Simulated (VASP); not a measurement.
# TaAs (d3.b) (I4_1md) in VASP: a series of runs

The runs below take TaAs (d3.b) through single point, with PBE+D3(BJ).

All numbers are computed with VASP 6.6.1; they aren't measurements. Logs are shortened: lines on timing, memory, paths and dates and some standing lists are left out, and cuts for length are marked.

### Step 1. The cell of the first run

Symmetry: I4_1md, No. 109, tetragonal system. The conventional cell has a = 3.434 Å, b = 3.434 Å, c = 11.566 Å, α = 90.00°, β = 90.00°, γ = 90.00°. Ta (site symmetry 2mm) has 6 As at 2.59 to 2.61 Å and 4 Ta at 3.36 Å within 3.4 Å. As (site symmetry 2mm) has 6 Ta at 2.59 to 2.61 Å and 4 As at 3.36 Å within 3.4 Å.

### Step 2. Single point, PBE+D3(BJ)

File INCAR:

```
SYSTEM = TaAs
  PREC = Accurate
  ENCUT = 520
  EDIFF = 1E-7
  ISMEAR = -1
  SIGMA = 0.15
  LREAL = .FALSE.
  LASPH = .TRUE.
  NELM = 100
  ALGO = Normal
  ISIF = 2
  LWAVE = .FALSE.
  LCHARG = .TRUE.
  GGA = PE
  IVDW = 12
  LELF = .TRUE.
  LVHAR = .TRUE.
  NBANDS = 24
```

File KPOINTS:

```
Automatic mesh
0
G
  18 18 18
  0 0 0
```

File POSCAR:

```
TaAs
1.0
   -1.7167617680      1.7167617680      5.7830836756
    1.7167617680     -1.7167617680      5.7830836756
    1.7167617680      1.7167617680     -5.7830836756
Ta As
2 2
Direct
    0.5003955041      1.0003955041      0.5000000000
    0.7503955041      0.7503955041      0.0000000000
    0.0822039159      0.5822039159      0.5000000000
    0.3322039159      0.3322039159      0.0000000000
```

Potentials or basis: VASP PAW PBE potentials, release 64 (Ta_pv, As).

On the command line:

```
$ cat potpaw_PBE.64/Ta_pv/POTCAR potpaw_PBE.64/As/POTCAR > POTCAR
$ mpirun -np 1 vasp_std > vasp.out
```

OUTCAR:

```text
SYSTEM = TaAs
   PREC = Accurate
   ENCUT = 520
   EDIFF = 1E-7
   ISMEAR = -1
   LREAL = .FALSE.
   LASPH = .TRUE.
   NELM = 100
   ISIF = 2
   GGA = PE
   IVDW = 12
 IVDW          = 12

 ion  position               nearest neighbor table
   1  0.500  0.000  0.500-   4 2.59   4 2.59   3 2.61   3 2.61   3 2.61   3 2.61   2 3.36   2 3.36
                             2 3.36   2 3.36
   2  0.750  0.750  0.000-   3 2.59   3 2.59   4 2.61   4 2.61   4 2.61   4 2.61   1 3.36   1 3.36
                             1 3.36   1 3.36
   3  0.082  0.582  0.500-   2 2.59   2 2.59   1 2.61   1 2.61   1 2.61   1 2.61
   4  0.332  0.332  0.000-   1 2.59   1 2.59   2 2.61   2 2.61   2 2.61   2 2.61

  LATTYP: Found a body centered tetragonal cell.
 ALAT       =     3.4335235360
 C/A-ratio  =     3.3685999906

  Lattice vectors:

 A1 = (  -1.7167617680,   1.7167617680,   5.7830836756)
 A2 = (   1.7167617680,  -1.7167617680,   5.7830836756)
 A3 = (   1.7167617680,   1.7167617680,  -5.7830836756)

Analysis of symmetry for initial positions (statically):
=====================================================================
 Subroutine PRICEL returns:
 Original cell was already a primitive cell.

 Routine SETGRP: Setting up the symmetry group for a
 body centered tetragonal supercell.

 Subroutine GETGRP returns: Found  8 space group operations
 (whereof  4 operations were pure point group operations)
 out of a pool of 16 trial point group operations.

The static configuration has the point symmetry C_2v.
 The point group associated with its full space group is C_4v.

Analysis of symmetry for dynamics (positions and initial velocities):
=====================================================================
 Subroutine PRICEL returns:
 Original cell was already a primitive cell.

 Routine SETGRP: Setting up the symmetry group for a
 body centered tetragonal supercell.

 Subroutine GETGRP returns: Found  8 space group operations
 (whereof  4 operations were pure point group operations)
 out of a pool of 16 trial point group operations.

The dynamic configuration has the point symmetry C_2v.
 The point group associated with its full space group is C_4v.

 Subroutine INISYM returns: Found  8 space group operations
 (whereof  4 operations are pure point group operations),
 and found     1 'primitive' translations

----------------------------------------------------------------------------------------

                                     Primitive cell
[... 94 lines left out ...]
   NELM   =    100;   NELMIN=  2; NELMDL= -5     # of ELM steps
   EDIFF  = 0.1E-06   stopping-criterion for ELM
   LREAL  =      F    real-space projection
   EDIFFG = 0.1E-05   stopping-criterion for IOM
   NSW    =      0    number of steps for IOM
   IBRION =     -1    ionic relax: 0-MD 1-quasi-New 2-CG
   NFREE  =      0    steps in history (QN), initial steepest desc. (CG)
   ISIF   =      2    stress and relaxation
   ISYM   =      2    0-nonsym 1-usesym 2-fastsym
   POTIM  = 0.5000    time-step for ionic-motion
   TEBEG  =    0.0;   TEEND  =   0.0 temperature during run
   PSTRESS=    0.0 pullay stress
   NELECT =      32.0000    total number of electrons
   NUPDOWN=      -1.0000    fix difference up-down
   EMIN   =  10.00;   EMAX   =-10.00  energy-range for DOS
   EFERMI =   0.00;   METHOD = LEGACY
   ISMEAR =    -1;   SIGMA  =   0.15  broadening in eV -4-tet -1-fermi 0-gaus
   EFERMI_NEDOS =   21; number of points for ismear=-14 and -15
   IALGO  =     38    algorithm
   IMIX   =      4    mixing-type and parameters
     AMIX     =   0.40;   BMIX     =  1.00
     AMIX_MAG =   1.60;   BMIX_MAG =  1.00
  volume/ion in A,a.u.               =      17.04       115.02
  Fermi-wavevector in a.u.,A,eV,Ry     =   1.272267  2.404236 22.023257  1.618664
  Thomas-Fermi vector in A             =   2.405155
   LORBIT       =      0    0 simple, 1 ext, 2 COOP (PROOUT), +10 PAW based schemes
   GGA     = PE    functional components
   LHFCALC =     F    Hartree Fock is set to
   AEXX    =    0.0000 exact exchange contribution
   IVDW    =    12    specifies the selected vdW correction
   LEPSILON=     F    determine dielectric tensor
   LRPA    =     F    only Hartree local field effects (RPA)
 non-spin polarized calculation
  energy-cutoff  :      520.00
  volume of cell :       68.18
 maximum number of plane-waves:      1857
   NGX = 23   NGY = 23   NGZ = 23

 number of electron      32.0000001 magnetization

 Free energy of the ion-electron system (eV)
  ---------------------------------------------------
  ext. energy  EPLUGINS =         0.00000000
  ---------------------------------------------------
  free energy    TOTEN  =       -35.09276258 eV

  energy without entropy =      -35.03539809  energy(sigma->0) =      -35.06408033

 E-fermi :   7.1313     XC(G=0): -12.0100

 val. band max:        7.1271552710   @ k =  -0.2222   0.5000   0.2222
 cond. band min:       7.1357906549   @ k =  -0.1111   0.5000   0.1111
 fundamental gap:      0.0086353839
 Fermi energy:         7.1313340695

 k-point     1 :       0.0000    0.0000    0.0000
  band No.  band energies     occupation
      1     -27.7576      2.00000
      2     -27.7100      2.00000
      3     -27.7100      2.00000
      4     -27.5555      2.00000
      5     -27.5555      2.00000
      6     -27.4910      2.00000
[... 637 lines left out ...]
     23      11.9807      0.00000
     24      12.7158      0.00000

 [... further k-points ...]

------------------------ aborting loop because EDIFF is reached ----------------------------------------

 Edisp (eV)   -2.45710

 E8    (eV) :    -1.1699

  FORCE on cell =-STRESS in cart. coord.  units (eV):
  Direction    XX          YY          ZZ          XY          YZ          ZX
  --------------------------------------------------------------------------------------
  -------------------------------------------------------------------------------------
  Total       0.24065     0.24065     0.18701     0.00000     0.00000     0.00000
  in kB       5.65542     5.65542     4.39466     0.00000     0.00000     0.00000
  external pressure =        5.24 kB  Pullay stress =        0.00 kB

 VOLUME and BASIS-vectors are now :
 -----------------------------------------------------------------------------
  energy-cutoff  :      520.00
  volume of cell :       68.18
      direct lattice vectors                 reciprocal lattice vectors
    -1.716761768  1.716761768  5.783083676     0.000000000  0.291246001  0.086459064
     1.716761768 -1.716761768  5.783083676     0.291246001  0.000000000  0.086459064
     1.716761768  1.716761768 -5.783083676     0.291246001  0.291246001  0.000000000

 POSITION                                       TOTAL-FORCE (eV/Angst)
 -----------------------------------------------------------------------------------
      0.00000      1.71676      0.00457        -0.000000     -0.000000      0.002400
      0.00000      0.00000      8.67920         0.000000      0.000000      0.002400
      1.71676      0.00000      0.95078        -0.000000     -0.000000     -0.002400
      0.00000      0.00000      3.84233         0.000000      0.000000     -0.002400
 -----------------------------------------------------------------------------------
    total drift:                                0.000000      0.000000      0.000295

  FREE ENERGIE OF THE ION-ELECTRON SYSTEM (eV)
  ---------------------------------------------------
  free  energy   TOTEN  =       -37.5498607146 eV

  energy  without entropy=      -37.4924962271  energy(sigma->0) =      -37.52117847
```

Run time: 21 min. Hardware: 1 thread of Intel Xeon Platinum 8488C (Sapphire Rapids), shared host; peak memory 0.89 GiB.

What came out:

```
Free energy                : -37.5499 eV
Pressure                   : 0.5 GPa
Band gap on the k mesh     : zero (band 16 reaches 7.19 eV, above the bottom of band 17 at 7.16 eV)
Dispersion energy per atom : -0.614 eV
```

Forces in eV/Å, atoms in the order of the input:
```
Ta   0.000  0.000  0.002
Ta   0.000  0.000  0.002
As   0.000  0.000 -0.002
As   0.000  0.000 -0.002
```

Stress tensor (GPa, compression positive):
```
0.57 0.00 0.00
0.00 0.57 0.00
0.00 0.00 0.44
```

Levels at points of the mesh, in eV from the Fermi level:
```tsv
k point	band 13	band 14	band 15	band 16	band 17	band 18	band 19	band 20
(0.00, 0.00, 0.00)	-2.35	-1.90	-1.62	-1.62	0.93	1.65	2.49	3.19
(0.50, 0.00, 0.00)	-2.47	-2.26	-1.53	-0.16	0.16	1.47	2.38	2.55
(0.50, 0.50, 0.00)	-3.15	-3.15	-1.11	-1.11	2.89	2.89	3.20	3.20
(0.50, 0.50, 0.50)	-2.83	-2.83	-0.91	-0.91	1.27	1.27	2.44	2.44
```

Caveat: spin-orbit coupling is left out, which moves the levels of the heavy elements; pairwise dispersion overbinds metals, which lowers pressure and volume.

### Step 3. Single point, PBE+D3(BJ)

File INCAR:

```
PREC = Accurate
ENCUT = 520
EDIFF = 1E-6
ISMEAR = -1
SIGMA = 0.15
LREAL = False
LASPH = True
NELM = 100
ALGO = Normal
ISIF = 2
LWAVE = False
LCHARG = True
GGA = PE
IVDW = 12
LELF = True
LVHAR = True
NBANDS = 24
```

File KPOINTS:

```
regular mesh
0
Gamma
  18 18 18
```

File POSCAR:

```
TaAs
1.0
   -1.7167617676      1.7167617676      5.7830836784
    1.7167617676     -1.7167617676      5.7830836784
    1.7167617676      1.7167617676     -5.7830836784
Ta As
2 2
Direct
    0.5003955041      1.0003955041      0.5000000000
    0.7503955041      0.7503955041      0.0000000000
    0.0822039159      0.5822039159      0.5000000000
    0.3322039159      0.3322039159      0.0000000000
```

Potentials or basis: VASP PAW PBE potentials, release 64 (Ta_pv, As).

On the command line:

```
$ cat potpaw_PBE.64/Ta_pv/POTCAR potpaw_PBE.64/As/POTCAR > POTCAR
$ mpirun -np 1 vasp_std > vasp.out
```

Wall time 10 min (1 thread of Intel Xeon 6975P-C (Granite Rapids), shared host); peak memory 0.89 GiB.

It converged, with:

```yaml
Free_energy: -37.5499 eV
Pressure: 0.5 GPa
Band_gap_on_the_k_mesh: zero (band 16 reaches 7.19 eV, above the bottom of band 17 at 7.16 eV)
Dispersion_energy_per_atom: -0.614 eV
```

Forces on the atoms (eV/Å):
```
Ta   0.000  0.000  0.002
Ta   0.000  0.000  0.002
As   0.000  0.000 -0.002
As   0.000  0.000 -0.002
```

Stress tensor (GPa, compression positive):
```
0.57 0.00 0.00
0.00 0.57 0.00
0.00 0.00 0.44
```

Levels at points of the mesh, in eV from the Fermi level:
| k point | band 13 | band 14 | band 15 | band 16 | band 17 | band 18 | band 19 | band 20 |
| --- | --- | --- | --- | --- | --- | --- | --- | --- |
| (0.00, 0.00, 0.00) | -2.35 | -1.90 | -1.62 | -1.62 | 0.93 | 1.65 | 2.49 | 3.19 |
| (0.50, 0.00, 0.00) | -2.47 | -2.26 | -1.53 | -0.16 | 0.16 | 1.47 | 2.38 | 2.55 |
| (0.50, 0.50, 0.00) | -3.15 | -3.15 | -1.11 | -1.11 | 2.89 | 2.89 | 3.20 | 3.20 |
| (0.50, 0.50, 0.50) | -2.83 | -2.83 | -0.91 | -0.91 | 1.27 | 1.27 | 2.44 | 2.44 |

Caveat: spin-orbit coupling is left out, which moves the levels of the heavy elements; pairwise dispersion overbinds metals, which lowers pressure and volume.
